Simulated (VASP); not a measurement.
# Ga8AsP6 (a cell with a defect) in VASP: further runs

The runs below take Ga8AsP6 (a cell with a defect) through single point, with PBE.

Everything below comes from runs of VASP 6.6.1. Logs are shortened: lines on timing, memory, paths and dates and some standing lists are left out, and cuts for length are marked.

## (1) The cell of the first run

The cell holds a defect, 15 atoms: a = 7.785 Å, b = 7.785 Å, c = 7.785 Å, α = 60.00°, β = 60.00°, γ = 60.00°.

## (2) Single point, PBE (atoms taken out, then relaxed in part)

Input file INCAR:

```
ALGO     = Normal         # electronic algorithm
EDIFF    = 1E-7           # SCF threshold, eV
ENCUT    = 520            # plane-wave cutoff, eV
GGA      = PE             # functional
ISIF     = 2              # what is computed and relaxed
ISMEAR   = 0              # smearing method
LASPH    = T              # aspherical terms in the spheres
LCHARG   = F              # write CHGCAR
LREAL    = Auto         
LWAVE    = F              # write WAVECAR
NBANDS   = 82             # bands
NELM     = 100            # most SCF steps
PREC     = Accurate       # precision mode
SIGMA    = 0.02           # smearing width, eV
```

Input file KPOINTS:

```
k-points
0
Gamma
  2 2 2
```

Input file POSCAR:

```
Ga8AsP6
1.0
   -5.5051169764      5.5051169764      0.0000000000
   -5.5051169764      0.0000000000      5.5051169764
    0.0000000000      5.5051169764      5.5051169764
Ga As P
8 1 6
Direct
    0.9555974197      0.9903486037      0.4903486037
    0.5637053729      0.9903486037      0.4903486037
    1.0190043559      0.4497169521      0.5122743361
    1.0190043559      1.0122743361     -0.0502830479
    0.4908471522      0.5168924531      0.5014132425
    0.4908471522      1.0014132425      0.0168924531
    1.0014604594      0.5038032513      0.0038032513
    0.4909330379      0.5038032513      0.0038032513
    0.3531348282      0.8968651718      0.3968651718
    0.8653910362      0.3747046790      0.3773985596
    0.8653910362      0.8773985596      0.8747046790
    0.3825057252      0.3747046790      0.3773985596
    0.3825057252      0.8773985596      0.8747046790
    0.8709974279      0.3790025721      0.8790025721
    0.3736749151      0.3763250849      0.8763250849
```

Potentials or basis: VASP PAW PBE potentials, release 64 (Ga_d, As, P).

On the command line:

```
$ cat potpaw_PBE.64/Ga_d/POTCAR potpaw_PBE.64/As/POTCAR potpaw_PBE.64/P/POTCAR > POTCAR
$ mpirun -np 1 vasp_std > vasp.out
```

OUTCAR:

```text
EDIFF = 1E-7
   ENCUT = 520
   GGA = PE
   ISIF = 2
   ISMEAR = 0
   LASPH = T
   LREAL = Auto
   NELM = 100
   PREC = Accurate

 ion  position               nearest neighbor table
   1  0.956  0.990  0.490-  10 2.47  11 2.47   9 2.58
   2  0.564  0.990  0.490-  12 2.47  13 2.47   9 2.58
   3  0.019  0.450  0.512-  12 2.33  10 2.33  14 2.36
   4  0.019  0.012  0.950-  13 2.33  11 2.33  14 2.36
   5  0.491  0.517  0.501-  12 2.38  10 2.38  15 2.39   9 2.42
   6  0.491  0.001  0.017-  13 2.38  11 2.38  15 2.39   9 2.42
   7  0.001  0.504  0.004-  15 2.37  11 2.38  10 2.38  14 2.42
   8  0.491  0.504  0.004-  15 2.37  13 2.38  12 2.38  14 2.42
   9  0.353  0.897  0.397-   5 2.42   6 2.42   1 2.58   2 2.58
  10  0.865  0.375  0.377-   3 2.33   7 2.38   5 2.38   1 2.47
  11  0.865  0.877  0.875-   4 2.33   7 2.38   6 2.38   1 2.47
  12  0.383  0.375  0.377-   3 2.33   8 2.38   5 2.38   2 2.47
  13  0.383  0.877  0.875-   4 2.33   8 2.38   6 2.38   2 2.47
  14  0.871  0.379  0.879-   3 2.36   4 2.36   7 2.42   8 2.42
  15  0.374  0.376  0.876-   8 2.37   7 2.37   5 2.39   6 2.39

  LATTYP: Found a face centered cubic cell.
 ALAT       =    11.0102339528

  Lattice vectors:

 A1 = (  -5.5051169764,   5.5051169764,   0.0000000000)
 A2 = (  -5.5051169764,   0.0000000000,   5.5051169764)
 A3 = (   0.0000000000,   5.5051169764,   5.5051169764)

Analysis of symmetry for initial positions (statically):
=====================================================================
 Subroutine PRICEL returns:
 Original cell was already a primitive cell.

 Routine SETGRP: Setting up the symmetry group for a
 face centered cubic supercell.

 Subroutine GETGRP returns: Found  4 space group operations
 (whereof  2 operations were pure point group operations)
 out of a pool of 48 trial point group operations.

The static configuration has the point symmetry C_1h.
 The point group associated with its full space group is C_2v.

Analysis of symmetry for dynamics (positions and initial velocities):
=====================================================================
 Subroutine PRICEL returns:
 Original cell was already a primitive cell.

 Routine SETGRP: Setting up the symmetry group for a
 face centered cubic supercell.

 Subroutine GETGRP returns: Found  4 space group operations
 (whereof  2 operations were pure point group operations)
 out of a pool of 48 trial point group operations.

The dynamic configuration has the point symmetry C_1h.
 The point group associated with its full space group is C_2v.

 Subroutine INISYM returns: Found  4 space group operations
 (whereof  2 operations are pure point group operations),
 and found     1 'primitive' translations

----------------------------------------------------------------------------------------

                                     Primitive cell

  volume of cell :     333.6796

  direct lattice vectors                    reciprocal lattice vectors
    -5.505116976  5.505116976  0.000000000    -0.090824591  0.090824591 -0.090824591
    -5.505116976  0.000000000  5.505116976    -0.090824591 -0.090824591  0.090824591
     0.000000000  5.505116976  5.505116976     0.090824591  0.090824591  0.090824591

  length of vectors
     7.785411090  7.785411090  7.785411090     0.157312807  0.157312807  0.157312807

  position of ions in fractional coordinates (direct lattice)
     0.955597420  0.990348604  0.490348604
     0.563705373  0.990348604  0.490348604
     0.019004356  0.449716952  0.512274336
     0.019004356  0.012274336  0.949716952
     0.490847152  0.516892453  0.501413242
     0.490847152  0.001413242  0.016892453
     0.001460459  0.503803251  0.003803251
     0.490933038  0.503803251  0.003803251
     0.353134828  0.896865172  0.396865172
     0.865391036  0.374704679  0.377398560
     0.865391036  0.877398560  0.874704679
     0.382505725  0.374704679  0.377398560
     0.382505725  0.877398560  0.874704679
     0.870997428  0.379002572  0.879002572
     0.373674915  0.376325085  0.876325085

  ion indices of the primitive-cell ions
   primitive index   ion index
                 1           1
                 2           2
                 3           3
                 4           4
                 5           5
                 6           6
                 7           7
                 8           8
                 9           9
                10          10
                11          11
                12          12
                13          13
                14          14
                15          15

----------------------------------------------------------------------------------------

 KPOINTS: k-points

Automatic generation of k-mesh.
 Grid dimensions read from file:
 generate k-points for:    2    2    2

 Generating k-lattice:

  Cartesian coordinates                     Fractional coordinates (reciprocal lattice)
    -0.045412296  0.045412296 -0.045412296     0.500000000  0.000000000  0.000000000
    -0.045412296 -0.045412296  0.045412296     0.000000000  0.500000000  0.000000000
     0.045412296  0.045412296  0.045412296     0.000000000  0.000000000  0.500000000

  Length of vectors
     0.078656403  0.078656403  0.078656403

  Shift w.r.t. Gamma in fractional coordinates (k-lattice)
     0.000000000  0.000000000  0.000000000

 Subroutine IBZKPT returns following result:
 ===========================================

 Found      5 irreducible k-points:

 Following reciprocal coordinates:
            Coordinates               Weight
  0.000000  0.000000  0.000000      1.000000
  0.500000  0.000000  0.000000      2.000000
  0.000000  0.500000  0.000000      2.000000
  0.500000  0.500000  0.000000      2.000000
  0.000000  0.500000  0.500000      1.000000
   k-points           NKPTS =      5   k-points in BZ     NKDIM =      5   number of bands    NBANDS=     82
   number of dos      NEDOS =    301   number of ions     NIONS =     15
   total plane-waves  NPLWV = 216000
   dimension x,y,z NGX =    60 NGY =   60 NGZ =   60
   dimension x,y,z NGXF=   120 NGYF=  120 NGZF=  120
   ions per type =               8   1   6
   NGX,Y,Z   is equivalent  to a cutoff of  12.81, 12.81, 12.81 a.u.
   NGXF,Y,Z  is equivalent  to a cutoff of  25.62, 25.62, 25.62 a.u.
 SYSTEM =  unknown system
   PREC   = accura    normal or accurate (medium, high low for compatibility)
   ISTART =      0    job   : 0-new  1-cont  2-samecut
   ICHARG =      2    charge: 1-file 2-atom 10-const
   ISPIN  =      1    spin polarized calculation?
   LNONCOLLINEAR =      F non collinear calculations
   LSORBIT =      F    spin-orbit coupling
   LASPH  =      T    aspherical Exc in radial PAW
   ENCUT  =  520.0 eV  38.22 Ry    6.18 a.u.  14.48 14.48 14.48*2*pi/ulx,y,z
   NELM   =    100;   NELMIN=  2; NELMDL= -5     # of ELM steps
   EDIFF  = 0.1E-06   stopping-criterion for ELM
   LREAL  =      T    real-space projection
   EDIFFG = 0.1E-05   stopping-criterion for IOM
   NSW    =      0    number of steps for IOM
   IBRION =     -1    ionic relax: 0-MD 1-quasi-New 2-CG
   NFREE  =      0    steps in history (QN), initial steepest desc. (CG)
   ISIF   =      2    stress and relaxation
   ISYM   =      2    0-nonsym 1-usesym 2-fastsym
   POTIM  = 0.5000    time-step for ionic-motion
   TEBEG  =    0.0;   TEEND  =   0.0 temperature during run
   PSTRESS=    0.0 pullay stress
   NELECT =     139.0000    total number of electrons
   NUPDOWN=      -1.0000    fix difference up-down
   EMIN   =  10.00;   EMAX   =-10.00  energy-range for DOS
   EFERMI =   0.00;   METHOD = LEGACY
   ISMEAR =     0;   SIGMA  =   0.02  broadening in eV -4-tet -1-fermi 0-gaus
   EFERMI_NEDOS =   21; number of points for ismear=-14 and -15
   IALGO  =     38    algorithm
   IMIX   =      4    mixing-type and parameters
     AMIX     =   0.40;   BMIX     =  1.00
     AMIX_MAG =   1.60;   BMIX_MAG =  1.00
  volume/ion in A,a.u.               =      22.25       150.12
  Fermi-wavevector in a.u.,A,eV,Ry     =   1.222653  2.310479 20.339082  1.494880
  Thomas-Fermi vector in A             =   2.357792
   LORBIT       =      0    0 simple, 1 ext, 2 COOP (PROOUT), +10 PAW based schemes
   GGA     = PE    functional components
   LHFCALC =     F    Hartree Fock is set to
   AEXX    =    0.0000 exact exchange contribution
   IVDW    =     0    specifies the selected vdW correction
   LEPSILON=     F    determine dielectric tensor
   LRPA    =     F    only Hartree local field effects (RPA)
 non-spin polarized calculation
 Gauss-broadening in eV      SIGMA  =   0.02
  energy-cutoff  :      520.00
  volume of cell :      333.68
 maximum number of plane-waves:      9089
 NGX is ok and might be reduce to    60
   NGX = 29   NGY = 29   NGZ = 29

 number of electron     139.0000004 magnetization

 Free energy of the ion-electron system (eV)
  ---------------------------------------------------
  ext. energy  EPLUGINS =         0.00000000
  ---------------------------------------------------
  free energy    TOTEN  =       -63.36516258 eV

  energy without entropy =      -63.36516258  energy(sigma->0) =      -63.36516258

 E-fermi :   3.8384     XC(G=0):  -9.4737

 val. band max:        3.7124705612   @ k =   0.0000   0.0000   0.0000
 cond. band min:       4.0801388355   @ k =   0.0000   0.5000   0.5000
 fundamental gap:      0.3676682744
 Fermi energy:         3.8384330336

 k-point     1 :       0.0000    0.0000    0.0000
  band No.  band energies     occupation
      1     -11.0923      2.00000
      2     -11.0734      2.00000
      3     -11.0585      2.00000
      4     -11.0190      2.00000
      5     -11.0156      2.00000
      6     -10.9885      2.00000
[... 409 lines left out ...]
     80       8.5506      0.00000
     81       8.7838      0.00000
 [bands above 81 left out]

------------------------ aborting loop because EDIFF is reached ----------------------------------------

  FORCE on cell =-STRESS in cart. coord.  units (eV):
  Direction    XX          YY          ZZ          XY          YZ          ZX
  --------------------------------------------------------------------------------------
  -------------------------------------------------------------------------------------
  Total        0.1582848      0.1582848      1.0211386      2.9425593     -0.0000000      0.0000000
  in kB        0.7600116      0.7600116      4.9030423     14.1288287     -0.0000000      0.0000000
  external PRESSURE =       2.1410219 kB  Pullay stress =       0.0000000 kB

 VOLUME and BASIS-vectors are now :
 -----------------------------------------------------------------------------
  energy-cutoff  :      520.00
  volume of cell :      333.68
      direct lattice vectors                 reciprocal lattice vectors
    -5.505116976  5.505116976  0.000000000    -0.090824591  0.090824591 -0.090824591
    -5.505116976  0.000000000  5.505116976    -0.090824591 -0.090824591  0.090824591
     0.000000000  5.505116976  5.505116976     0.090824591  0.090824591  0.090824591

 POSITION                                       TOTAL-FORCE (eV/Angst)
 -----------------------------------------------------------------------------------
    -10.71266      7.96010      8.15141         0.002705     -0.002705      0.001269
     -8.55525      5.80269      8.15141        -0.002705      0.002705      0.001269
     -2.58037      2.92475      5.29587         0.001016      0.001016     -0.000213
     -0.17219      5.33292      5.29587        -0.001016     -0.001016     -0.000213
     -5.54772      5.46251      5.60589         0.013872      0.013872     -0.019061
     -2.70995      2.79517      0.10077        -0.013872     -0.013872     -0.019061
     -2.78154      0.02898      2.79443         0.002747     -0.002747     -0.001214
     -5.47614      2.72358      2.79443        -0.002747      0.002747     -0.001214
     -6.88140      4.12884      7.12214        -0.000000      0.000000      0.030629
     -6.82687      6.84170      4.14042        -0.002697     -0.001009     -0.001845
     -9.59426      9.57943      9.64553         0.001009      0.002697     -0.001845
     -4.16853      4.18336      4.14042        -0.001009     -0.002697     -0.001845
     -6.93592      6.92109      9.64553         0.002697      0.001009     -0.001845
     -6.88140      9.63395      6.92547        -0.000000      0.000000      0.002549
     -4.12884      6.88140      6.89599         0.000000     -0.000000      0.012639
 -----------------------------------------------------------------------------------
    total drift:                                0.000013     -0.000013      0.005549

  FREE ENERGIE OF THE ION-ELECTRON SYSTEM (eV)
  ---------------------------------------------------
  free  energy   TOTEN  =       -63.3651625844 eV

  energy  without entropy=      -63.3651625844  energy(sigma->0) =      -63.36516258
```

Wall time 4.4 min (1 thread of AMD EPYC 7R13 (Zen 3), shared host); peak memory 0.49 GiB.

Results:

- Free energy: -63.3652 eV
- Pressure: 0.2 GPa
- Largest force: 0.031 eV/Å
- Band gap on the k mesh: zero (an odd number of electrons rules out a gap without spin polarisation)

Forces in eV/Å, atoms in the order of the input:
```
Ga   0.003 -0.003  0.001
Ga  -0.003  0.003  0.001
Ga   0.001  0.001  0.000
Ga  -0.001 -0.001  0.000
Ga   0.014  0.014 -0.019
Ga  -0.014 -0.014 -0.019
Ga   0.003 -0.003 -0.001
Ga  -0.003  0.003 -0.001
As   0.000  0.000  0.031
P   -0.003 -0.001 -0.002
P    0.001  0.003 -0.002
P   -0.001 -0.003 -0.002
P    0.003  0.001 -0.002
P    0.000  0.000  0.003
P    0.000  0.000  0.013
```

Caveat: the k points lie up to 0.49 Å⁻¹ apart, too coarse for converged energies and pressures of a metal; the cell differs from its parent crystal (atoms taken out, then relaxed in part).

## (3) Single point, PBE

Edit INCAR of step 2 so:

```diff
@@ -11,3 +11,3 @@
 NBANDS   = 82             # bands
-NELM     = 100            # most SCF steps
+NELM     = 80             # most SCF steps
 PREC     = Accurate       # precision mode
```

KPOINTS is that of step 2.

Input file POSCAR:

```
Ga8AsP6
1.0
   -5.5051169764      5.5051169764      0.0000000000
   -5.5051169764      0.0000000000      5.5051169764
    0.0000000000      5.5051169764      5.5051169764
Ga As P
8 1 6
Direct
    1.0124803930      1.0000050905      0.5000049975
    0.4875094410      1.0000049996      0.5000050883
    1.0025447277      0.4927344890      0.5021760685
    1.0025447277      1.0021761615     -0.0072656040
    0.4970083309      0.5087354205      0.4972479262
    0.4970083309      0.9972478375      0.0087355092
    1.0010224167      0.4996797546     -0.0003201567
    0.4996179031      0.4996798455     -0.0003202475
    0.8744895923      0.8755104607      0.3755103677
    0.8746772359      0.3750313588      0.3748266402
    0.8746772359      0.8748265515      0.8750314518
    0.3754647737      0.3750313588      0.3748266402
    0.3754647737      0.8748265515      0.8750314518
    0.8748540713      0.3751458886      0.8751459816
    0.3756360689      0.3743639797      0.8743638910
```

Potentials or basis: VASP PAW PBE potentials, release 64 (Ga_d, As, P).

On the command line:

```
$ cat potpaw_PBE.64/Ga_d/POTCAR potpaw_PBE.64/As/POTCAR potpaw_PBE.64/P/POTCAR > POTCAR
$ mpirun -np 1 vasp_std > vasp.out
```

Run time: 4.7 min. Hardware: 1 thread of AMD EPYC 7R13 (Zen 3), shared host; peak memory 0.49 GiB.

It converged, with:

```
Free energy            : -63.1732 eV
Pressure               : 0.2 GPa
Largest force          : 0.032 eV/Å
Band gap on the k mesh : zero (an odd number of electrons rules out a gap without spin polarisation)
```

Forces in eV/Å, atoms in the order of the input:
```
Ga  -0.022  0.022 -0.006
Ga   0.022 -0.022 -0.006
Ga  -0.004 -0.004 -0.007
Ga   0.004  0.004 -0.007
Ga   0.008  0.008 -0.002
Ga  -0.008 -0.008 -0.002
Ga  -0.007  0.007  0.001
Ga   0.007 -0.007  0.001
As   0.000  0.000  0.013
P    0.001  0.002  0.006
P   -0.002 -0.001  0.006
P    0.002  0.001  0.006
P   -0.001 -0.002  0.006
P    0.000  0.000 -0.015
P    0.000  0.000  0.003
```

Stress tensor (GPa, compression positive):
```
0.09 0.32 0.00
0.32 0.09 0.00
0.00 0.00 0.44
```

Levels at points of the mesh, in eV from the Fermi level:
```
           k point  band 66  band 67  band 68  band 69  band 70  band 71  band 72  band 73
(0.00, 0.00, 0.00)    -0.95    -0.42    -0.33    -0.28     1.45     1.54     1.57     1.58
(0.50, 0.00, 0.00)    -1.36    -1.15    -0.56    -0.54     0.01     1.94     2.02     2.03
(0.00, 0.50, 0.00)    -1.21    -1.04    -0.73    -0.73     0.01     1.95     2.01     2.15
(0.50, 0.50, 0.00)    -1.50    -1.08    -1.03    -0.55    -0.20     1.64     1.77     2.27
(0.00, 0.50, 0.50)    -1.31    -1.24    -1.17    -0.66    -0.20     1.70     1.89     2.17
```

Caveat: the k points lie up to 0.49 Å⁻¹ apart, too coarse for converged energies and pressures of a metal.
